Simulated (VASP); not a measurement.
# Sn4O9 (a cell with a defect) in VASP: notebook, part 2 of 2

VASP 6.6.1.

### Step 4. Single point, PBE

Contents of INCAR:

```
PREC = Accurate
ENCUT = 520
EDIFF = 1E-6
ISMEAR = 0
SIGMA = 0.02
LREAL = False
LASPH = True
NELM = 80
ALGO = Normal
ISIF = 2
LWAVE = False
LCHARG = False
GGA = PE
NBANDS = 67
```

Contents of KPOINTS:

```
regular mesh
0
Gamma
  3 3 3
```

Contents of POSCAR:

```
Sn4O9
1.0
   -4.8265176369      0.0000000000      3.2381666580
    4.8265176369      0.0000000000      3.2381666580
    0.0000000000      4.8283676022     -3.2381666580
Sn O
4 9
Direct
    0.2597363584      0.7605769606      0.5068783493
    0.7400939042      0.2473560383      0.5006068715
    0.0000099634     -0.0109948654     -0.0112149705
    0.4999004530      0.5020158498      0.0016947757
   -0.1491839926      0.2534920456      0.1956829052
    0.4999784179      0.8067308451      0.3065207793
    0.9481173485      0.7524425222      0.1956524602
    0.4330086892      0.2380598522      0.1767916344
    0.5669848155      0.7443356643      0.8049848976
    0.0517143069      0.2478743691      0.8041958111
    0.9999456192      0.6838303339      0.6835732637
    0.4998389926      0.1956600564      0.6953631696
    0.1495025279      0.3449432309      0.4025517856
```

Potentials or basis: VASP PAW PBE potentials, release 64 (Sn_d, O).

The run is started by

```bash
cat potpaw_PBE.64/Sn_d/POTCAR potpaw_PBE.64/O/POTCAR > POTCAR
mpirun -np 1 vasp_std > vasp.out
```

OUTCAR:

```text
PREC = Accurate
   ENCUT = 520
   EDIFF = 1E-6
   ISMEAR = 0
   LREAL = False
   LASPH = True
   NELM = 80
   ISIF = 2
   GGA = PE

 ion  position               nearest neighbor table
   1  0.260  0.761  0.507-  12 2.05  11 2.07  13 2.07   6 2.07   7 2.10   9 2.12   5 2.51   2 3.15
                             2 3.32   3 3.70   3 3.74   4 3.75
   2  0.740  0.247  0.501-  12 2.05  11 2.07   5 2.07   6 2.07  10 2.10   8 2.12  13 2.52   1 3.15
                             1 3.32   3 3.70   3 3.74   4 3.75
   3  0.000  0.989  0.989-   8 2.04   9 2.04  11 2.08   7 2.09  10 2.09  13 2.25   5 2.25   4 3.24
                             4 3.24   2 3.70   1 3.70   2 3.74   1 3.74
   4  0.500  0.502  0.002-   9 2.07   8 2.07   6 2.08  12 2.09  10 2.11   7 2.11   3 3.24   3 3.24
                             2 3.75   1 3.75
   5  0.851  0.253  0.196-  13 1.53   2 2.07   3 2.25   1 2.51
   6  0.500  0.807  0.307-   1 2.07   2 2.07   4 2.08
   7  0.948  0.752  0.196-   3 2.09   1 2.10   4 2.11
   8  0.433  0.238  0.177-   3 2.04   4 2.07   2 2.12
   9  0.567  0.744  0.805-   3 2.04   4 2.07   1 2.12
  10  0.052  0.248  0.804-   3 2.09   2 2.10   4 2.11
  11  1.000  0.684  0.684-   1 2.07   2 2.07   3 2.08
  12  0.500  0.196  0.695-   2 2.05   1 2.05   4 2.09
  13  0.150  0.345  0.403-   5 1.53   1 2.07   3 2.25   2 2.52

  LATTYP: Found a face centered orthorhombic cell.
 ALAT       =     6.4763333160
 B/A-ratio  =     1.4905093365
 C/A-ratio  =     1.4910806367

  Lattice vectors:

 A1 = (   4.8265176369,   4.8283676022,   0.0000000000)
 A2 = (   0.0000000000,   4.8283676022,   3.2381666580)
 A3 = (   4.8265176369,   0.0000000000,   3.2381666580)

Analysis of symmetry for initial positions (statically):
=====================================================================
 Subroutine PRICEL returns:
 Original cell was already a primitive cell.

 Routine SETGRP: Setting up the symmetry group for a
 face centered orthorhombic supercell.

 Subroutine GETGRP returns: Found  1 space group operations
[... 161 lines left out ...]
  energy-cutoff  :      520.00
  volume of cell :      150.93
 maximum number of plane-waves:      4076
 NGX is ok and might be reduce to    48
   NGX = 21   NGY = 21   NGZ = 21

 number of electron     110.0000007 magnetization

 Free energy of the ion-electron system (eV)
  ---------------------------------------------------
  ext. energy  EPLUGINS =         0.00000000
  ---------------------------------------------------
  free energy    TOTEN  =       -76.65598042 eV

  energy without entropy =      -76.65598042  energy(sigma->0) =      -76.65598042

 E-fermi :   6.4294     XC(G=0): -11.3084

 val. band max:        6.2824258631   @ k =  -0.3333   0.3333   0.3333
 cond. band min:       6.9020600017   @ k =   0.0000   0.0000   0.0000
 fundamental gap:      0.6196341386
 Fermi energy:         6.4294185856

 k-point     1 :       0.0000    0.0000    0.0000
  band No.  band energies     occupation
      1     -15.7526      2.00000
      2     -15.0852      2.00000
      3     -14.8378      2.00000
      4     -14.6427      2.00000
      5     -14.4553      2.00000
      6     -14.4410      2.00000
[... 969 lines left out ...]
     66      16.1714      0.00000
     67      16.4305      0.00000

------------------------ aborting loop because EDIFF is reached ----------------------------------------

  FORCE on cell =-STRESS in cart. coord.  units (eV):
  Direction    XX          YY          ZZ          XY          YZ          ZX
  --------------------------------------------------------------------------------------
  -------------------------------------------------------------------------------------
  Total        7.1436632      7.1231163     10.2330102      2.7445945      2.6715726     -2.6803931
  in kB       75.8347281     75.6166099    108.6301984     29.1356930     28.3605169    -28.4541526
  external PRESSURE =      86.6938455 kB  Pullay stress =       0.0000000 kB

 VOLUME and BASIS-vectors are now :
 -----------------------------------------------------------------------------
  energy-cutoff  :      520.00
  volume of cell :      150.93
      direct lattice vectors                 reciprocal lattice vectors
    -4.826517637  0.000000000  3.238166658    -0.103594359  0.103554667  0.154408359
     4.826517637  0.000000000  3.238166658     0.103594359  0.103554667  0.154408359
     0.000000000  4.828367602 -3.238166658     0.000000000  0.207109334  0.000000000

 POSITION                                       TOTAL-FORCE (eV/Angst)
 -----------------------------------------------------------------------------------
      2.41732      2.44740      1.66259         0.068859      0.070765      0.073716
     -2.37821      2.41711      1.57648         0.070964      0.068835     -0.074260
      4.77340      4.77422      0.00075        -0.004835     -0.005596     -0.000074
      0.01021      0.00818      3.23888         0.040403      0.041356     -0.000197
     -2.88299      0.94483      2.94228        -0.035050     -0.058441     -0.450232
      1.48055      1.48000      3.23878         0.003294      0.003742      0.000123
     -0.94443      0.94468      4.87314        -0.045911      0.059654     -0.021822
     -0.94092      0.85361      1.60055        -0.070452     -0.085509      0.015592
      0.85599      3.88676      1.63960        -0.086625     -0.070134     -0.015844
      0.94677      3.88295     -1.63400         0.058321     -0.046699      0.022798
     -1.52574      3.30054      3.23882        -0.005104     -0.006183     -0.000117
     -1.46813      3.35747      0.00044         0.061188      0.062304     -0.000083
      0.94330      1.94367      0.29757        -0.055052     -0.034094      0.450400
 -----------------------------------------------------------------------------------
    total drift:                                0.000480      0.000450     -0.000135

  FREE ENERGIE OF THE ION-ELECTRON SYSTEM (eV)
  ---------------------------------------------------
  free  energy   TOTEN  =       -76.6559804164 eV

  energy  without entropy=      -76.6559804164  energy(sigma->0) =      -76.65598042
```

OSZICAR:

```text
N       E                     dE             d eps       ncg     rms          rms(c)
DAV:   1     0.173519240727E+04    0.17352E+04   -0.50876E+04  2152   0.259E+03
DAV:   2     0.286471117999E+03   -0.14487E+04   -0.13796E+04  1980   0.785E+02
DAV:   3    -0.583228443439E+02   -0.34479E+03   -0.33297E+03  2059   0.283E+02
DAV:   4    -0.880063361394E+02   -0.29683E+02   -0.29140E+02  2256   0.915E+01
DAV:   5    -0.889782808087E+02   -0.97194E+00   -0.96800E+00  2216   0.169E+01    0.227E+01
DAV:   6    -0.765300890503E+02    0.12448E+02   -0.42632E+01  2989   0.687E+01    0.840E+00
DAV:   7    -0.767264801390E+02   -0.19639E+00   -0.51621E+00  2256   0.991E+00    0.495E+00
DAV:   8    -0.767021370777E+02    0.24343E-01   -0.10016E+00  2560   0.629E+00    0.151E+00
DAV:   9    -0.766523080247E+02    0.49829E-01   -0.25924E-01  2792   0.452E+00    0.476E-01
DAV:  10    -0.766555747910E+02   -0.32668E-02   -0.38165E-02  2088   0.107E+00    0.174E-01
DAV:  11    -0.766557408816E+02   -0.16609E-03   -0.17471E-03  2720   0.358E-01    0.859E-02
DAV:  12    -0.766559725347E+02   -0.23165E-03   -0.90759E-04  2280   0.178E-01    0.380E-02
DAV:  13    -0.766559747572E+02   -0.22225E-05   -0.88781E-05  2576   0.733E-02    0.168E-02
DAV:  14    -0.766559805673E+02   -0.58101E-05   -0.42428E-05  2224   0.348E-02    0.752E-03
DAV:  15    -0.766559804164E+02    0.15092E-06   -0.58832E-06  2224   0.167E-02
   1 F= -.76655980E+02 E0= -.76655980E+02  d E =-.290249E-26
```

It took 2.1 min on 1 thread of AMD EPYC 9R45 (Zen 5), shared host; peak memory 0.31 GiB.

Results:

* Free energy: -76.6560 eV
* Pressure: 8.7 GPa
* Largest force: 0.455 eV/Å
* Band gap on the k mesh: 0.62 eV

Forces on the atoms (eV/Å):
```
Sn   0.069  0.071  0.074
Sn   0.071  0.069 -0.074
Sn  -0.005 -0.006  0.000
Sn   0.040  0.041  0.000
O   -0.035 -0.058 -0.450
O    0.003  0.004  0.000
O   -0.046  0.060 -0.022
O   -0.070 -0.086  0.016
O   -0.087 -0.070 -0.016
O    0.058 -0.047  0.023
O   -0.005 -0.006  0.000
O    0.061  0.062  0.000
O   -0.055 -0.034  0.450
```

Stress tensor (GPa, compression positive):
```
 7.58  2.91 -2.85
 2.91  7.56  2.84
-2.85  2.84 10.86
```

Levels at points of the mesh, in eV from the valence-band top:
| k point | band 52 | band 53 | band 54 | band 55 | band 56 | band 57 | band 58 | band 59 |
| --- | --- | --- | --- | --- | --- | --- | --- | --- |
| (0.00, 0.00, 0.00) | -1.02 | -0.89 | -0.68 | -0.48 | 0.62 | 4.08 | 4.13 | 4.28 |

Caveat: the k points lie up to 0.45 Å⁻¹ apart; spin-orbit coupling is left out, which moves the levels of the heavy elements.

### Step 5. Single point, PBE

Contents of INCAR:

```
SYSTEM = Sn4O9
PREC = Accurate
ENCUT = 520
EDIFF = 1E-6
ISMEAR = 0
SIGMA = 0.02
LREAL = .FALSE.
LASPH = .TRUE.
NELM = 60
ALGO = Normal
ISIF = 2
LWAVE = .FALSE.
LCHARG = .TRUE.
GGA = PE
LELF = .TRUE.
LVHAR = .TRUE.
NBANDS = 67
```

Contents of KPOINTS:

```
regular mesh
0
G
  3 3 3
  0 0 0
```

Contents of POSCAR:

```
Sn4O9
1.0
   -4.8265176369      0.0000000000      3.2381666580
    4.8265176369      0.0000000000      3.2381666580
    0.0000000000      4.8283676022     -3.2381666580
Sn O
4 9
Direct
    0.2555347668      0.7533939234      0.5018930205
    0.7441809692      0.2464660160      0.4976062715
   -0.0000277806     -0.0099090249     -0.0100597146
    0.4998114651      0.4989485241     -0.0013522168
   -0.1352038311      0.2775564963      0.1903749001
    0.4999315386      0.8051841266      0.3050318703
    0.9463839708      0.7526645916      0.1926470966
    0.4344390797      0.2429420067      0.1836334913
    0.5654592643      0.7497449267      0.8084699264
    0.0532709292      0.2465274488      0.8061892384
    0.9999136798      0.6839423906      0.6837515848
    0.4997534470      0.1928276029      0.6925257717
    0.1355278711      0.3253614258      0.4125709068
```

The run is started by

```bash
cat potpaw_PBE.64/Sn_d/POTCAR potpaw_PBE.64/O/POTCAR > POTCAR
mpirun -np 1 vasp_std > vasp.out
```

It took 2.1 min on 1 thread of AMD EPYC 9R45 (Zen 5), shared host; peak memory 0.32 GiB.

Results (log left out):

* Free energy: -76.4687 eV
* Pressure: 7.3 GPa
* Largest force: 0.635 eV/Å
* Band gap on the k mesh: 0.34 eV

Forces on the atoms (eV/Å):
```
Sn   0.014  0.070  0.059
Sn   0.072  0.016 -0.062
Sn  -0.004 -0.004  0.000
Sn   0.016  0.017  0.000
O    0.060 -0.095 -0.624
O   -0.013 -0.012  0.000
O   -0.066  0.094 -0.021
O   -0.022 -0.085  0.023
O   -0.085 -0.021 -0.022
O    0.093 -0.067  0.022
O    0.001  0.001  0.000
O    0.025  0.026  0.000
O   -0.094  0.060  0.625
```

Stress tensor (GPa, compression positive):
```
 6.91  2.36 -2.01
 2.36  6.87  2.00
-2.01  2.00  8.11
```

Levels at points of the mesh, in eV from the valence-band top:
```tsv
k point	band 51	band 52	band 53	band 54	band 55	band 56	band 57	band 58	band 59	band 60
(0.00, 0.00, 0.00)	-1.17	-1.09	-1.09	-0.75	-0.60	0.34	3.76	3.81	4.00	5.05
```

Caveat: the k points lie up to 0.45 Å⁻¹ apart; spin-orbit coupling is left out, which moves the levels of the heavy elements.

### Step 6. Overview

```csv
cell,gap on the mesh (eV),pressure (GPa),largest force (eV/Å)
"as given, atomic positions A",0.69,10.0,0.19
"as given, atomic positions B",0.62,8.7,0.46
"as given, atomic positions C",0.34,7.3,0.63
```

Alike in all rows: task single point; level PBE; potentials or basis VASP PAW PBE potentials, release 64 (Sn_d, O); no spin polarisation; k mesh 3 × 3 × 3; cutoff (eV) 520; smearing gaussian 0.02 eV.

Caveats: all runs use coarse meshes; spin-orbit coupling is left out, which moves the levels of the heavy elements.

Absolute energies hang on the potentials; compare differences alone.
